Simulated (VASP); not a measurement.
# BN (Immm) in VASP: single point with HSE06

Aim: the single point of BN with HSE06.

Program: VASP 6.6.1. These are calculated values, not measurements. Logs are shortened: lines on timing, memory, paths and dates and some standing lists are left out, and cuts for length are marked.

## 1. The cell of the first run

It takes space group Immm (No. 71, orthorhombic). The conventional cell has a = 2.457 Å, b = 2.481 Å, c = 3.492 Å, α = 90.00°, β = 90.00°, γ = 90.00°. Within 2.3 Å of B (site symmetry mmm) lie 6 N at 1.75 Å. Within 2.3 Å of N (site symmetry mmm) lie 6 B at 1.75 Å.

## 2. Single point, HSE06 (shear xy strain +1.0%)

Contents of POSCAR:

```
BN
1.0
    0.0087291298      1.7458259515      1.7458259515
    1.7458259515      0.0087291298      1.7458259515
    1.7545550812      1.7545550812     -0.0000000001
B N
1 1
Direct
    0.0000000000      0.0000000000      0.0000000000
    0.5000000000      0.5000000000      0.5000000000
```

Contents of INCAR.step1:

```
ALGO = Normal
EDIFF = 1E-5
ENCUT = 520
GGA = PE
ISIF = 2
ISMEAR = 0
LASPH = T
LCHARG = F
LREAL = F
LWAVE = T
NBANDS = 11
NELM = 80
PREC = Accurate
SIGMA = 0.01
```

Contents of INCAR.step2:

```
ALGO = Normal
EDIFF = 1E-7
ENCUT = 520
GGA = PE
HFSCREEN = 0.2079
ISIF = 2
ISMEAR = 0
ISTART = 1
LASPH = T
LCHARG = F
LHFCALC = T
LREAL = F
LWAVE = F
NBANDS = 11
NELM = 80
PREC = Accurate
PRECFOCK = Normal
SIGMA = 0.01
```

Contents of KPOINTS:

```
k-points
0
Gamma
  8 8 8
```

Potentials or basis: VASP PAW PBE potentials, release 64 (B, N).

Command:

```
> cat potpaw_PBE.64/B/POTCAR potpaw_PBE.64/N/POTCAR > POTCAR
> cp INCAR.step1 INCAR
> mpirun -np 1 vasp_std > vasp.out
> cp INCAR.step2 INCAR
> mpirun -np 1 vasp_std > vasp.out
```

OUTCAR:

```text
EDIFF = 1E-7
   ENCUT = 520
   GGA = PE
   HFSCREEN = 0.2079
   ISIF = 2
   ISMEAR = 0
   ISTART = 1
   LASPH = T
   LHFCALC = T
   LREAL = F
   NELM = 80
   PREC = Accurate
   PRECFOCK = Normal

 ion  position               nearest neighbor table
   1  0.000  0.000  0.000-   2 1.75   2 1.75   2 1.75   2 1.75   2 1.75   2 1.75
   2  0.500  0.500  0.500-   1 1.75   1 1.75   1 1.75   1 1.75   1 1.75   1 1.75

  LATTYP: Found a body centered orthorhombic cell.
 ALAT       =     2.4566258844
 B/A-ratio  =     1.0100502512
 C/A-ratio  =     1.4213201633

  Lattice vectors:

 A1 = (   1.7458259514,   0.0087291297,  -1.7458259516)
 A2 = (  -1.7458259515,  -0.0087291298,  -1.7458259515)
 A3 = (   0.0087291298,   1.7458259515,   1.7458259515)

Analysis of symmetry for initial positions (statically):
=====================================================================
 Subroutine PRICEL returns:
 Original cell was already a primitive cell.

 Routine SETGRP: Setting up the symmetry group for a
 body centered orthorhombic supercell.

 Subroutine GETGRP returns: Found  8 space group operations
 (whereof  8 operations were pure point group operations)
 out of a pool of  8 trial point group operations.

The static configuration has the point symmetry D_2h.

Analysis of symmetry for dynamics (positions and initial velocities):
=====================================================================
 Subroutine PRICEL returns:
 Original cell was already a primitive cell.

 Routine SETGRP: Setting up the symmetry group for a
 body centered orthorhombic supercell.

 Subroutine GETGRP returns: Found  8 space group operations
 (whereof  8 operations were pure point group operations)
 out of a pool of  8 trial point group operations.

The dynamic configuration has the point symmetry D_2h.

 Subroutine INISYM returns: Found  8 space group operations
 (whereof  8 operations are pure point group operations),
 and found     1 'primitive' translations

----------------------------------------------------------------------------------------

                                     Primitive cell

  volume of cell :      10.6420

  direct lattice vectors                    reciprocal lattice vectors
     0.008729130  1.745825952  1.745825952    -0.287836575  0.287836575  0.286397392
     1.745825952  0.008729130  1.745825952     0.287836575 -0.287836575  0.286397392
     1.754555081  1.754555081 -0.000000000     0.284972530  0.284972530 -0.286397392

  length of vectors
     2.468986169  2.468986169  2.481315592     0.497718047  0.497718047  0.494410914

  position of ions in fractional coordinates (direct lattice)
     0.000000000  0.000000000  0.000000000
     0.500000000  0.500000000  0.500000000

  ion indices of the primitive-cell ions
   primitive index   ion index
                 1           1
                 2           2

----------------------------------------------------------------------------------------

 KPOINTS: k-points

Automatic generation of k-mesh.
 Grid dimensions read from file:
 generate k-points for:    8    8    8

 Generating k-lattice:

  Cartesian coordinates                     Fractional coordinates (reciprocal lattice)
    -0.035979572  0.035979572  0.035799674     0.125000000  0.000000000  0.000000000
     0.035979572 -0.035979572  0.035799674     0.000000000  0.125000000  0.000000000
     0.035621566  0.035621566 -0.035799674    -0.000000000 -0.000000000  0.125000000

  Length of vectors
     0.062214756  0.062214756  0.061801364

  Shift w.r.t. Gamma in fractional coordinates (k-lattice)
     0.000000000  0.000000000  0.000000000

 Subroutine IBZKPT returns following result:
 ===========================================

 Found     95 irreducible k-points:

 Following reciprocal coordinates:
            Coordinates               Weight
  0.000000  0.000000  0.000000      1.000000
  0.125000 -0.000000 -0.000000      4.000000
  0.250000 -0.000000 -0.000000      4.000000
  0.375000 -0.000000  0.000000      4.000000
  0.500000 -0.000000 -0.000000      2.000000
  0.125000  0.125000 -0.000000      2.000000
[... 16 lines left out ...]
  0.125000 -0.000000  0.125000      4.000000
  0.250000 -0.000000  0.125000      8.000000
 [... further k-points ...]
   k-points           NKPTS =     95   k-points in BZ     NKDIM =    512   number of bands    NBANDS=     11
   number of dos      NEDOS =    301   number of ions     NIONS =      2
   total plane-waves  NPLWV =   5832
   dimension x,y,z NGX =    18 NGY =   18 NGZ =   18
   dimension x,y,z NGXF=    36 NGYF=   36 NGZF=   36
   ions per type =               1   1
   NGX,Y,Z   is equivalent  to a cutoff of  12.12, 12.12, 12.06 a.u.
   NGXF,Y,Z  is equivalent  to a cutoff of  24.24, 24.24, 24.12 a.u.
 SYSTEM =  unknown system
   PREC   = accura    normal or accurate (medium, high low for compatibility)
   ISTART =      1    job   : 0-new  1-cont  2-samecut
   ICHARG =      0    charge: 1-file 2-atom 10-const
   ISPIN  =      1    spin polarized calculation?
   LNONCOLLINEAR =      F non collinear calculations
   LSORBIT =      F    spin-orbit coupling
   LASPH  =      T    aspherical Exc in radial PAW
   ENCUT  =  520.0 eV  38.22 Ry    6.18 a.u.   4.59  4.59  4.61*2*pi/ulx,y,z
   NELM   =     80;   NELMIN=  2; NELMDL=  0     # of ELM steps
   EDIFF  = 0.1E-06   stopping-criterion for ELM
   LREAL  =      F    real-space projection
   EDIFFG = 0.1E-05   stopping-criterion for IOM
   NSW    =      0    number of steps for IOM
   IBRION =     -1    ionic relax: 0-MD 1-quasi-New 2-CG
   NFREE  =      0    steps in history (QN), initial steepest desc. (CG)
   ISIF   =      2    stress and relaxation
   ISYM   =      3    0-nonsym 1-usesym 2-fastsym
   POTIM  = 0.5000    time-step for ionic-motion
   TEBEG  =    0.0;   TEEND  =   0.0 temperature during run
   PSTRESS=    0.0 pullay stress
   NELECT =       8.0000    total number of electrons
   NUPDOWN=      -1.0000    fix difference up-down
   EMIN   =  10.00;   EMAX   =-10.00  energy-range for DOS
   EFERMI =   0.00;   METHOD = LEGACY
   ISMEAR =     0;   SIGMA  =   0.01  broadening in eV -4-tet -1-fermi 0-gaus
   EFERMI_NEDOS =   21; number of points for ismear=-14 and -15
   IALGO  =     38    algorithm
   IMIX   =      1    mixing-type and parameters
     AMIX     =   0.40;   BMIX     =  1.00
     AMIX_MAG =   1.60;   BMIX_MAG =  1.00
  volume/ion in A,a.u.               =       5.32        35.91
  Fermi-wavevector in a.u.,A,eV,Ry     =   1.488553  2.812956 30.147635  2.215789
  Thomas-Fermi vector in A             =   2.601573
   LORBIT       =      0    0 simple, 1 ext, 2 COOP (PROOUT), +10 PAW based schemes
   GGA     = PE    functional components
   LHFCALC =     T    Hartree Fock is set to
   PRECFOCK=normal    Normal, Fast or Accurate (Low or Medium for compatibility)
   ENCUT4O =  -1.0   cutoff for four orbital integrals eV
   NKREDX  =     1    reduce k-point grid by
   NKREDY  =     1    reduce k-point grid by
   NKREDZ  =     1    reduce k-point grid by
   AEXX    =    0.2500 exact exchange contribution
   HFSCREEN=    0.2079 screening length (either q_TF or 0.3 A-1)
   HFSCREENC=   0.2079 screening length for correlation (either q_TF or 0.3 A-1)
   ENCUTFOCK=  -1.0 apply spherical cutoff to Coloumb kernel
   IVDW    =     0    specifies the selected vdW correction
   LEPSILON=     F    determine dielectric tensor
   LRPA    =     F    only Hartree local field effects (RPA)
 non-spin polarized calculation
 Gauss-broadening in eV      SIGMA  =   0.01
  energy-cutoff  :      520.00
  volume of cell :       10.64
 maximum number of plane-waves:       302
  NGX = 14; NGY = 14; NGZ = 14

 number of electron       7.9999998 magnetization

 Free energy of the ion-electron system (eV)
  ---------------------------------------------------
  ext. energy  EPLUGINS =         0.00000000
  ---------------------------------------------------
  free energy    TOTEN  =       -16.58087254 eV

  energy without entropy =      -16.58087254  energy(sigma->0) =      -16.58087254

 E-fermi :   9.9131     XC(G=0): -11.1960

 val. band max:        9.7736354189   @ k =   0.1250   0.1250   0.3750
 cond. band min:      12.0080492476   @ k =   0.5000   0.5000  -0.0000
 fundamental gap:      2.2344138287
 Fermi energy:         9.9131426708

 k-point     1 :       0.0000    0.0000    0.0000
  band No.  band energies     occupation
      1     -14.8533      2.00000
      2       8.6572      2.00000
      3       8.7778      2.00000
      4       8.9022      2.00000
      5      20.6902      0.00000
      6      23.8760      0.00000
      7      23.9130      0.00000
      8      23.9551      0.00000
      9      29.6314      0.00000
     10      29.8623      0.00000
     11      30.0804      0.00000

 k-point     2 :       0.1250   -0.0000   -0.0000
  band No.  band energies     occupation
      1     -14.3768      2.00000
      2       6.9198      2.00000
      3       8.6431      2.00000
      4       8.7949      2.00000
      5      20.9686      0.00000
      6      22.3404      0.00000
      7      22.3677      0.00000
      8      23.7133      0.00000
      9      29.0519      0.00000
     10      30.7917      0.00000
     11      31.1046      0.00000

 k-point     3 :       0.2500   -0.0000   -0.0000
  band No.  band energies     occupation
      1     -12.9780      2.00000
      2       2.7638      2.00000
      3       8.6903      2.00000
      4       8.8118      2.00000
      5      19.4863      0.00000
      6      19.4913      0.00000
      7      19.9725      0.00000
      8      24.5940      0.00000
      9      29.8082      0.00000
     10      33.9574      0.00000
     11      34.2959      0.00000

 k-point     4 :       0.3750   -0.0000    0.0000
  band No.  band energies     occupation
      1     -10.8370      2.00000
      2      -1.5499      2.00000
      3       8.8808      2.00000
      4       8.9662      2.00000
      5      17.1431      0.00000
      6      17.1972      0.00000
      7      18.8344      0.00000
      8      25.3620      0.00000
      9      32.3799      0.00000
     10      38.7061      0.00000
     11      39.0714      0.00000

 k-point     5 :       0.5000   -0.0000   -0.0000
  band No.  band energies     occupation
      1      -9.2177      2.00000
      2      -3.9610      2.00000
      3       9.0196      2.00000
      4       9.0860      2.00000
      5      16.2288      0.00000
      6      16.3044      0.00000
      7      18.4264      0.00000
      8      25.5871      0.00000
      9      34.4637      0.00000
     10      40.2005      0.00000
     11      43.6385      0.00000
[... 211 lines left out ...]
 k-point    21 :       0.5000    0.5000   -0.0000
  band No.  band energies     occupation
      1      -6.2548      2.00000
      2      -3.1710      2.00000
      3       3.4749      2.00000
      4       3.7854      2.00000
      5      12.0080      0.00000
      6      19.7727      0.00000
      7      26.6749      0.00000
      8      26.7623      0.00000
      9      28.4992      0.00000
     10      44.6930      0.00000
     11      47.3695      0.00000

 k-point    22 :       0.0000    0.0000    0.1250
  band No.  band energies     occupation
      1     -14.3835      2.00000
      2       6.7407      2.00000
      3       8.7292      2.00000
      4       8.8818      2.00000
      5      21.0533      0.00000
      6      22.3560      0.00000
      7      22.3810      0.00000
      8      23.7144      0.00000
      9      28.9789      0.00000
     10      30.9192      0.00000
     11      31.2253      0.00000

 k-point    23 :       0.1250   -0.0000    0.1250
  band No.  band energies     occupation
      1     -14.2206      2.00000
      2       7.7334      2.00000
      3       7.7661      2.00000
      4       8.0817      2.00000
      5      19.9424      0.00000
      6      21.8218      0.00000
      7      23.9669      0.00000
      8      23.9707      0.00000
      9      26.5426      0.00000
     10      32.7368      0.00000
     11      32.7481      0.00000

 k-point    24 :       0.2500   -0.0000    0.1250
  band No.  band energies     occupation
      1     -13.1193      2.00000
      2       4.4188      2.00000
      3       7.0921      2.00000
      4       8.3706      2.00000
      5      17.2743      0.00000
      6      21.7553      0.00000
      7      22.7966      0.00000
      8      24.4365      0.00000
      9      26.3625      0.00000
     10      35.1296      0.00000
     11      36.0963      0.00000

 [... further k-points ...]

------------------------ aborting loop because EDIFF is reached ----------------------------------------

  FORCE on cell =-STRESS in cart. coord.  units (eV):
  Direction    XX          YY          ZZ          XY          YZ          ZX
  --------------------------------------------------------------------------------------
  -------------------------------------------------------------------------------------
  Total       -0.5357140     -0.5357140     -0.5418702     -0.4353820      0.0000000      0.0000000
  in kB      -80.6531940    -80.6531940    -81.5800330    -65.5479423      0.0000000      0.0000000
  external PRESSURE =     -80.9621403 kB  Pullay stress =       0.0000000 kB

 VOLUME and BASIS-vectors are now :
 -----------------------------------------------------------------------------
  energy-cutoff  :      520.00
  volume of cell :       10.64
      direct lattice vectors                 reciprocal lattice vectors
     0.008729130  1.745825952  1.745825952    -0.287836575  0.287836575  0.286397392
     1.745825952  0.008729130  1.745825952     0.287836575 -0.287836575  0.286397392
     1.754555081  1.754555081 -0.000000000     0.284972530  0.284972530 -0.286397392

 POSITION                                       TOTAL-FORCE (eV/Angst)
 -----------------------------------------------------------------------------------
      0.00000      0.00000      0.00000         0.000000     -0.000000     -0.000000
      1.75456      1.75456      1.74583        -0.000000      0.000000      0.000000
 -----------------------------------------------------------------------------------
    total drift:                               -0.000001      0.000001     -0.000012

  FREE ENERGIE OF THE ION-ELECTRON SYSTEM (eV)
  ---------------------------------------------------
  free  energy   TOTEN  =       -16.5808725381 eV

  energy  without entropy=      -16.5808725381  energy(sigma->0) =      -16.58087254
```

It took 43 min on 1 thread of Intel Xeon 8259CL, shared host; peak memory 0.23 GiB.

Results:

- Free energy: -16.5809 eV
- Pressure: -8.1 GPa
- Band gap on the k mesh: 2.23 eV (least direct gap 7.14 eV)

Levels at points of the mesh, in eV from the valence-band top:
| k point | band 1 | band 2 | band 3 | band 4 | band 5 | band 6 | band 7 | band 8 |
| --- | --- | --- | --- | --- | --- | --- | --- | --- |
| (0.00, 0.00, 0.00) | -24.63 | -1.12 | -1.00 | -0.87 | 10.92 | 14.10 | 14.14 | 14.18 |
| (0.50, 0.00, 0.00) | -18.99 | -13.73 | -0.75 | -0.69 | 6.46 | 6.53 | 8.65 | 15.81 |
| (0.50, 0.50, 0.00) | -16.03 | -12.94 | -6.30 | -5.99 | 2.23 | 10.00 | 16.90 | 16.99 |
| (0.00, 0.00, 0.50) | -19.08 | -13.83 | -0.66 | -0.59 | 6.59 | 6.67 | 8.86 | 15.91 |
| (0.50, 0.00, 0.50) | -16.03 | -12.94 | -6.14 | -6.14 | 2.24 | 9.99 | 16.94 | 16.94 |

Caveat: the cell differs from its parent crystal (shear xy strain +1.0%); the cell stands under tension; the PAW data sets were made with another functional, which shifts forces and pressure a little.
